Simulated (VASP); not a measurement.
# MgAu2Se2 (I4/mmm) in VASP: further runs

MgAu2Se2 is run at these levels: PBEsol; tasks: single point, relaxation of cell and atoms.

All numbers are computed with VASP 6.6.1; they aren't measurements. Logs are shortened: lines on timing, memory, paths and dates and some standing lists are left out, and cuts for length are marked.

**1. The cell of the first run**

It takes space group I4/mmm (No. 139, tetragonal). The conventional cell has a = 3.755 Å, b = 3.755 Å, c = 14.595 Å, α = 90.00°, β = 90.00°, γ = 90.00°. Within 4.2 Å of Mg (site symmetry 4/mmm) lie 8 Se at 3.01 Å and 4 Mg at 3.75 Å and 8 Au at 4.10 Å. Au (site symmetry -4m2) has 4 Au at 2.66 Å and 4 Se at 2.91 Å within 3.5 Å. Se (site symmetry 4mm) has 5 Se at 2.85 to 3.75 Å and 4 Au at 2.91 Å and 4 Mg at 3.01 Å within 3.8 Å.

**2. Single point, PBEsol**

INCAR reads:

```
SYSTEM = MgAu2Se2
  PREC = Accurate
  ENCUT = 520
  EDIFF = 1E-6
  ISMEAR = -1
  SIGMA = 0.03
  LREAL = .False.
  LASPH = .True.
  NELM = 100
  ALGO = Normal
  ISIF = 2
  LWAVE = .False.
  LCHARG = .False.
  GGA = PS
  NBANDS = 26
```

KPOINTS reads:

```
Automatic mesh
0
Gamma
  8 8 8
  0 0 0
```

POSCAR reads:

```
MgAu2Se2
1.0
   -1.8774407428      1.8774407428      7.2976911880
    1.8774407428     -1.8774407428      7.2976911880
    1.8774407428      1.8774407428     -7.2976911880
Mg Au Se
1 2 2
Direct
    0.0000000000      0.0000000000      0.0000000000
    0.7500000000      0.2500000000      0.5000000000
    0.2500000000      0.7500000000      0.5000000000
    0.5976699340      0.5976699340      0.0000000000
    0.4023300660      0.4023300660      0.0000000000
```

Potentials or basis: VASP PAW PBE potentials, release 64 (Mg, Au, Se).

Launch:

```
cat potpaw_PBE.64/Mg/POTCAR potpaw_PBE.64/Au/POTCAR potpaw_PBE.64/Se/POTCAR > POTCAR
mpirun -np 1 vasp_std > vasp.out
```

OUTCAR:

```text
SYSTEM = MgAu2Se2
   PREC = Accurate
   ENCUT = 520
   EDIFF = 1E-6
   ISMEAR = -1
   LREAL = .False.
   LASPH = .True.
   NELM = 100
   ISIF = 2
   GGA = PS

 ion  position               nearest neighbor table
   1  0.000  0.000  0.000-   4 3.01   4 3.01   5 3.01   4 3.01   5 3.01   5 3.01   4 3.01   5 3.01

   2  0.750  0.250  0.500-   3 2.66   3 2.66   3 2.66   3 2.66   5 2.91   4 2.91   4 2.91   5 2.91

   3  0.250  0.750  0.500-   2 2.66   2 2.66   2 2.66   2 2.66   5 2.91   4 2.91   4 2.91   5 2.91

   4  0.598  0.598  0.000-   3 2.91   2 2.91   2 2.91   3 2.91   1 3.01   1 3.01   1 3.01   1 3.01

   5  0.402  0.402  0.000-   2 2.91   3 2.91   3 2.91   2 2.91   1 3.01   1 3.01   1 3.01   1 3.01

  LATTYP: Found a body centered tetragonal cell.
 ALAT       =     3.7548814856
 C/A-ratio  =     3.8870420896

  Lattice vectors:

 A1 = (  -1.8774407428,   1.8774407428,   7.2976911880)
 A2 = (   1.8774407428,  -1.8774407428,   7.2976911880)
 A3 = (   1.8774407428,   1.8774407428,  -7.2976911880)

Analysis of symmetry for initial positions (statically):
=====================================================================
 Subroutine PRICEL returns:
 Original cell was already a primitive cell.

 Routine SETGRP: Setting up the symmetry group for a
 body centered tetragonal supercell.

 Subroutine GETGRP returns: Found 16 space group operations
 (whereof 16 operations were pure point group operations)
 out of a pool of 16 trial point group operations.

The static configuration has the point symmetry D_4h.

Analysis of symmetry for dynamics (positions and initial velocities):
=====================================================================
 Subroutine PRICEL returns:
 Original cell was already a primitive cell.

 Routine SETGRP: Setting up the symmetry group for a
 body centered tetragonal supercell.

 Subroutine GETGRP returns: Found 16 space group operations
 (whereof 16 operations were pure point group operations)
 out of a pool of 16 trial point group operations.

The dynamic configuration has the point symmetry D_4h.

 Subroutine INISYM returns: Found 16 space group operations
 (whereof 16 operations are pure point group operations),
 and found     1 'primitive' translations

----------------------------------------------------------------------------------------

                                     Primitive cell

  volume of cell :     102.8911

  direct lattice vectors                    reciprocal lattice vectors
    -1.877440743  1.877440743  7.297691188     0.000000000  0.266319990  0.068514820
     1.877440743 -1.877440743  7.297691188     0.266319990  0.000000000  0.068514820
     1.877440743  1.877440743 -7.297691188     0.266319990  0.266319990  0.000000000

  length of vectors
     7.765685041  7.765685041  7.765685041     0.274992032  0.274992032  0.376633342

  position of ions in fractional coordinates (direct lattice)
     0.000000000  0.000000000  0.000000000
     0.750000000  0.250000000  0.500000000
     0.250000000  0.750000000  0.500000000
     0.597669934  0.597669934  0.000000000
     0.402330066  0.402330066  0.000000000

  ion indices of the primitive-cell ions
   primitive index   ion index
                 1           1
                 2           2
                 3           3
                 4           4
                 5           5

----------------------------------------------------------------------------------------

 KPOINTS: Automatic mesh

Automatic generation of k-mesh.
 Grid dimensions read from file:
 generate k-points for:    8    8    8

 Generating k-lattice:

  Cartesian coordinates                     Fractional coordinates (reciprocal lattice)
     0.000000000  0.033289999  0.008564353     0.125000000  0.000000000  0.000000000
     0.033289999  0.000000000  0.008564353     0.000000000  0.125000000  0.000000000
     0.033289999  0.033289999  0.000000000     0.000000000  0.000000000  0.125000000

  Length of vectors
     0.034374004  0.034374004  0.047079168

  Shift w.r.t. Gamma in fractional coordinates (k-lattice)
     0.000000000  0.000000000  0.000000000

 Subroutine IBZKPT returns following result:
 ===========================================

 Found     59 irreducible k-points:

 Following reciprocal coordinates:
            Coordinates               Weight
  0.000000  0.000000  0.000000      1.000000
  0.125000  0.000000 -0.000000      8.000000
  0.250000  0.000000 -0.000000      8.000000
  0.375000  0.000000 -0.000000      8.000000
  0.500000  0.000000 -0.000000      4.000000
  0.125000  0.125000 -0.000000      8.000000
[... 16 lines left out ...]
  0.250000  0.125000  0.125000     16.000000
  0.375000  0.125000  0.125000      8.000000
 [... further k-points ...]
   k-points           NKPTS =     59   k-points in BZ     NKDIM =     59   number of bands    NBANDS=     26
   number of dos      NEDOS =    301   number of ions     NIONS =      5
   total plane-waves  NPLWV = 216000
   dimension x,y,z NGX =    60 NGY =   60 NGZ =   60
   dimension x,y,z NGXF=   120 NGYF=  120 NGZF=  120
   ions per type =               1   2   2
   NGX,Y,Z   is equivalent  to a cutoff of  12.84, 12.84, 12.84 a.u.
   NGXF,Y,Z  is equivalent  to a cutoff of  25.69, 25.69, 25.69 a.u.
 SYSTEM =  MgAu2Se2
   PREC   = accura    normal or accurate (medium, high low for compatibility)
   ISTART =      0    job   : 0-new  1-cont  2-samecut
   ICHARG =      2    charge: 1-file 2-atom 10-const
   ISPIN  =      1    spin polarized calculation?
   LNONCOLLINEAR =      F non collinear calculations
   LSORBIT =      F    spin-orbit coupling
   LASPH  =      T    aspherical Exc in radial PAW
   ENCUT  =  520.0 eV  38.22 Ry    6.18 a.u.  14.44 14.44 14.44*2*pi/ulx,y,z
   NELM   =    100;   NELMIN=  2; NELMDL= -5     # of ELM steps
   EDIFF  = 0.1E-05   stopping-criterion for ELM
   LREAL  =      F    real-space projection
   EDIFFG = 0.1E-04   stopping-criterion for IOM
   NSW    =      0    number of steps for IOM
   IBRION =     -1    ionic relax: 0-MD 1-quasi-New 2-CG
   NFREE  =      0    steps in history (QN), initial steepest desc. (CG)
   ISIF   =      2    stress and relaxation
   ISYM   =      2    0-nonsym 1-usesym 2-fastsym
   POTIM  = 0.5000    time-step for ionic-motion
   TEBEG  =    0.0;   TEEND  =   0.0 temperature during run
   PSTRESS=    0.0 pullay stress
   NELECT =      36.0000    total number of electrons
   NUPDOWN=      -1.0000    fix difference up-down
   EMIN   =  10.00;   EMAX   =-10.00  energy-range for DOS
   EFERMI =   0.00;   METHOD = LEGACY
   ISMEAR =    -1;   SIGMA  =   0.03  broadening in eV -4-tet -1-fermi 0-gaus
   EFERMI_NEDOS =   21; number of points for ismear=-14 and -15
   IALGO  =     38    algorithm
   IMIX   =      4    mixing-type and parameters
     AMIX     =   0.40;   BMIX     =  1.00
     AMIX_MAG =   1.60;   BMIX_MAG =  1.00
  volume/ion in A,a.u.               =      20.58       138.87
  Fermi-wavevector in a.u.,A,eV,Ry     =   1.153585  2.179960 18.106073  1.330759
  Thomas-Fermi vector in A             =   2.290228
   LORBIT       =      0    0 simple, 1 ext, 2 COOP (PROOUT), +10 PAW based schemes
   GGA     = PS    functional components
   LHFCALC =     F    Hartree Fock is set to
   AEXX    =    0.0000 exact exchange contribution
   IVDW    =     0    specifies the selected vdW correction
   LEPSILON=     F    determine dielectric tensor
   LRPA    =     F    only Hartree local field effects (RPA)
 non-spin polarized calculation
  energy-cutoff  :      520.00
  volume of cell :      102.89
 maximum number of plane-waves:      2798
 NGX is ok and might be reduce to    60
   NGX = 29   NGY = 29   NGZ = 29

 number of electron      35.9999998 magnetization

 Free energy of the ion-electron system (eV)
  ---------------------------------------------------
  ext. energy  EPLUGINS =         0.00000000
  ---------------------------------------------------
  free energy    TOTEN  =       -17.82001923 eV

  energy without entropy =      -17.81388831  energy(sigma->0) =      -17.81695377

 E-fermi :   5.3712     XC(G=0): -10.5792

 val. band max:        5.3678993906   @ k =  -0.2500  -0.2500   0.2500
 cond. band min:       5.3843143849   @ k =   0.5000   0.5000   0.5000
 fundamental gap:      0.0164149943
 Fermi energy:         5.3711713824

 k-point     1 :       0.0000    0.0000    0.0000
  band No.  band energies     occupation
      1      -8.6537      2.00000
      2      -7.3168      2.00000
      3      -2.7192      2.00000
      4      -1.0369      2.00000
      5      -0.9983      2.00000
      6       0.2645      2.00000
[... 18 lines left out ...]
     25      11.7604      0.00000
     26      12.9627      0.00000

 k-point     2 :       0.1250    0.0000   -0.0000
  band No.  band energies     occupation
      1      -8.5776      2.00000
      2      -7.2800      2.00000
      3      -2.5015      2.00000
      4      -0.8975      2.00000
      5      -0.8622      2.00000
      6       0.2210      2.00000
[... 18 lines left out ...]
     25      12.3992      0.00000
     26      12.8955      0.00000

 k-point     3 :       0.2500    0.0000   -0.0000
  band No.  band energies     occupation
      1      -8.3824      2.00000
      2      -7.1845      2.00000
      3      -1.8952      2.00000
      4      -0.5261      2.00000
      5      -0.4585      2.00000
      6      -0.0180      2.00000
[... 18 lines left out ...]
     25      12.4491      0.00000
     26      12.9928      0.00000

 k-point     4 :       0.3750    0.0000   -0.0000
  band No.  band energies     occupation
      1      -8.1678      2.00000
      2      -7.0786      2.00000
      3      -1.1084      2.00000
      4      -0.4707      2.00000
      5       0.0787      2.00000
      6       0.1965      2.00000
[... 18 lines left out ...]
     25      12.4688      0.00000
     26      13.4299      0.00000

 k-point     5 :       0.5000    0.0000   -0.0000
  band No.  band energies     occupation
      1      -8.0719      2.00000
      2      -7.0314      2.00000
      3      -0.6939      2.00000
      4      -0.6463      2.00000
      5       0.2719      2.00000
      6       0.4308      2.00000
[... 18 lines left out ...]
     25      12.6574      0.00000
     26      13.2701      0.00000

 k-point     6 :       0.1250    0.1250   -0.0000
  band No.  band energies     occupation
      1      -8.4949      2.00000
      2      -7.2595      2.00000
      3      -2.2765      2.00000
      4      -0.8075      2.00000
      5      -0.6980      2.00000
      6       0.1483      2.00000
[... 427 lines left out ...]
 k-point    21 :       0.5000    0.5000   -0.0000
  band No.  band energies     occupation
      1      -7.6652      2.00000
      2      -6.6530      2.00000
      3      -0.9345      2.00000
      4      -0.8629      2.00000
      5      -0.5335      2.00000
      6       0.2695      2.00000
[... 18 lines left out ...]
     25      10.3897      0.00000
     26      12.7571      0.00000

 k-point    22 :       0.1250    0.1250    0.1250
  band No.  band energies     occupation
      1      -8.1546      2.00000
      2      -7.0127      2.00000
      3      -1.5651      2.00000
      4      -0.5112      2.00000
      5       0.0641      2.00000
      6       0.2948      2.00000
[... 18 lines left out ...]
     25      11.3525      0.00000
     26      12.8505      0.00000

 k-point    23 :       0.2500    0.1250    0.1250
  band No.  band energies     occupation
      1      -7.9641      2.00000
      2      -6.9011      2.00000
      3      -1.1256      2.00000
      4      -0.5370      2.00000
      5       0.1468      2.00000
      6       0.2691      2.00000
[... 18 lines left out ...]
     25      11.5934      0.00000
     26      12.9374      0.00000

 k-point    24 :       0.3750    0.1250    0.1250
  band No.  band energies     occupation
      1      -7.8797      2.00000
      2      -6.8515      2.00000
      3      -0.6544      2.00000
      4      -0.5987      2.00000
      5      -0.2857      2.00000
      6       0.0514      2.00000
[... 18 lines left out ...]
     25      12.0753      0.00000
     26      12.4181      0.00000

 [... further k-points ...]
[... 5 lines left out ...]
  --------------------------------------------------------------------------------------
  -------------------------------------------------------------------------------------
  Total       -0.0790256     -0.0790256     -0.0422890      0.0000000      0.0000000     -0.0000000
  in kB       -1.2305532     -1.2305532     -0.6585064      0.0000000      0.0000000     -0.0000000
  external PRESSURE =      -1.0398709 kB  Pullay stress =       0.0000000 kB

 VOLUME and BASIS-vectors are now :
 -----------------------------------------------------------------------------
  energy-cutoff  :      520.00
  volume of cell :      102.89
      direct lattice vectors                 reciprocal lattice vectors
    -1.877440743  1.877440743  7.297691188     0.000000000  0.266319990  0.068514820
     1.877440743 -1.877440743  7.297691188     0.266319990  0.000000000  0.068514820
     1.877440743  1.877440743 -7.297691188     0.266319990  0.266319990  0.000000000

 POSITION                                       TOTAL-FORCE (eV/Angst)
 -----------------------------------------------------------------------------------
      0.00000      0.00000      0.00000         0.000000      0.000000      0.000000
      0.00000      1.87744      3.64885         0.000000      0.000000      0.000000
      1.87744      0.00000      3.64885         0.000000      0.000000      0.000000
      0.00000      0.00000      8.72322        -0.000000     -0.000000      0.001972
      0.00000      0.00000      5.87216        -0.000000     -0.000000     -0.001972
 -----------------------------------------------------------------------------------
    total drift:                               -0.000000     -0.000000      0.000000

  FREE ENERGIE OF THE ION-ELECTRON SYSTEM (eV)
  ---------------------------------------------------
  free  energy   TOTEN  =       -17.8200192306 eV

  energy  without entropy=      -17.8138883142  energy(sigma->0) =      -17.81695377
```

It took 4.7 min on 1 thread of AMD EPYC 9R45 (Zen 5), shared host; peak memory 0.54 GiB.

Results:

```yaml
Free_energy: -17.8200 eV
Pressure: -0.1 GPa
Band_gap_on_the_k_mesh: zero (bands 18 and 19 overlap by 0.36 eV)
```

Levels at points of the mesh, in eV from the Fermi level:
```csv
k point,band 15,band 16,band 17,band 18,band 19,band 20,band 21,band 22
"(0.00, 0.00, 0.00)",-1.21,-1.06,-0.84,-0.84,-0.15,2.17,3.10,4.00
"(0.50, 0.00, 0.00)",-2.26,-2.06,-0.94,0.12,0.29,1.61,3.95,4.15
"(0.50, 0.50, 0.00)",-2.14,-1.98,-1.25,-0.72,0.29,2.53,2.62,3.07
"(0.50, 0.50, 0.50)",-1.50,-0.15,0.01,0.01,0.51,1.52,4.35,5.05
```

Caveat: the PAW data sets were made with another functional, which shifts forces and pressure a little; spin-orbit coupling is left out, which moves the levels of the heavy elements.

**3. Relaxation of cell and atoms, PBEsol**

This run uses another cell than the first one, of 24.93 Å³/atom.

INCAR reads:

```
PREC = Accurate
ENCUT = 600
EDIFF = 1E-6
ISMEAR = -1
SIGMA = 0.03
LREAL = F
LASPH = T
NELM = 80
ALGO = Normal
ISIF = 3
LWAVE = F
LCHARG = F
GGA = PS
IBRION = 2
NSW = 100
EDIFFG = -0.01
```

KPOINTS reads:

```
regular mesh
0
Gamma
  8 8 8
```

POSCAR reads:

```
MgAu2Se2
1.0
   -2.1261617300      2.1261617300      6.8930414900
    2.1261617300     -2.1261617300      6.8930414900
    2.1261617300      2.1261617300     -6.8930414900
Mg Au Se
1 2 2
Direct
    0.0000000000      0.0000000000      0.0000000000
    0.7500000000      0.2500000000      0.5000000000
    0.2500000000      0.7500000000      0.5000000000
    0.6410111200      0.6410111200      0.0000000000
    0.3589888800      0.3589888800      0.0000000000
```

Potentials or basis: VASP PAW PBE potentials, release 64 (Mg, Au, Se).

Launch:

```
cat potpaw_PBE.64/Mg/POTCAR potpaw_PBE.64/Au/POTCAR potpaw_PBE.64/Se/POTCAR > POTCAR
mpirun -np 1 vasp_std > vasp.out
```

Wall time 61 min (1 thread of AMD EPYC 9R45 (Zen 5), shared host); peak memory 0.66 GiB.

Results (log left out):

```yaml
Free_energy: -17.8208 eV
Relaxed_volume: 20.57 Å³/atom
Relaxed_cell: a = 7.766 Å, b = 7.766 Å, c = 7.766 Å, α = 152.03°, β = 152.03°, γ = 39.97°
Space_group_after_relaxing_to_0.1_Å: I4/mmm (No. 139)
Energy_gained_by_relaxing: 323.4 meV/atom
Ionic_steps: 24
Pressure_after_relaxing: 0.0 GPa
Band_gap_on_the_k_mesh: zero (bands 18 and 19 overlap by 0.36 eV)
```

The path:
```
step  energy change (eV)  largest force (eV/Å)  pressure (GPa)  volume (Å³)
   1              0.0000                1.7394           -0.20       124.64
   2             -0.2729                1.2546           -2.56       124.07
   3             -0.7213                0.2265           -7.45       122.47
   4             -0.8292                0.9026           -8.16       118.97
   5             -0.8428                0.4358           -9.65       120.41
   6             -0.9432                0.4257           -9.09       118.61
   7             -1.1956                0.5771           -6.69       113.29
   8             -1.0694                3.0736            3.05       103.03
   9             -1.2811                0.9512           -4.67       110.22
  10             -1.2939                1.2496           -3.37       108.64
  11             -1.3678                1.0276           -3.12       107.91
  12             -1.5252                0.5407           -2.01       105.71
  13             -1.5862                0.0723            1.87       101.29
  14             -1.6065                0.1373            0.18       102.85
  15             -1.6067                0.1185            0.32       102.71
  16             -1.6077                0.1080            0.17       102.87
  17             -1.6093                0.0817           -0.28       103.35
  18             -1.6094                0.0726           -0.46       103.55
  19             -1.6103                0.0697           -0.40       103.48
  20             -1.6126                0.0637           -0.31       103.29
  21             -1.6160                0.0292           -0.02       102.89
  22             -1.6150                0.0430            0.66       102.10
  23             -1.6167                0.0004            0.24       102.58
  24             -1.6170                0.0005           -0.03       102.85
```

Final structure:
```cif
data_structure
_symmetry_space_group_name_H-M 'P 1'
_symmetry_Int_Tables_number 1
_cell_length_a 7.7660
_cell_length_b 7.7660
_cell_length_c 7.7660
_cell_angle_alpha 152.026
_cell_angle_beta 152.026
_cell_angle_gamma 39.975
_cell_volume 102.85
loop_
_atom_site_label
_atom_site_type_symbol
_atom_site_fract_x
_atom_site_fract_y
_atom_site_fract_z
_atom_site_occupancy
Mg1 Mg 0.00000 0.00000 0.00000 1
Au1 Au 0.75000 0.25000 0.50000 1
Au2 Au 0.25000 0.75000 0.50000 1
Se1 Se 0.59765 0.59765 0.00000 1
Se2 Se 0.40235 0.40235 0.00000 1
```

Levels at points of the mesh, in eV from the Fermi level:
```
           k point  band 16  band 17  band 18  band 19  band 20  band 21
(0.00, 0.00, 0.00)    -1.06    -0.84    -0.84    -0.15     2.17     3.10
(0.50, 0.00, 0.00)    -2.06    -0.94     0.12     0.28     1.61     3.95
(0.50, 0.50, 0.00)    -1.98    -1.25    -0.72     0.29     2.53     2.63
(0.50, 0.50, 0.50)    -0.15     0.01     0.01     0.52     1.52     4.35
```

Caveat: the volume moved by over 15 % at a fixed basis, so the end points are rough; the PAW data sets were made with another functional, which shifts forces and pressure a little; spin-orbit coupling is left out, which moves the levels of the heavy elements.
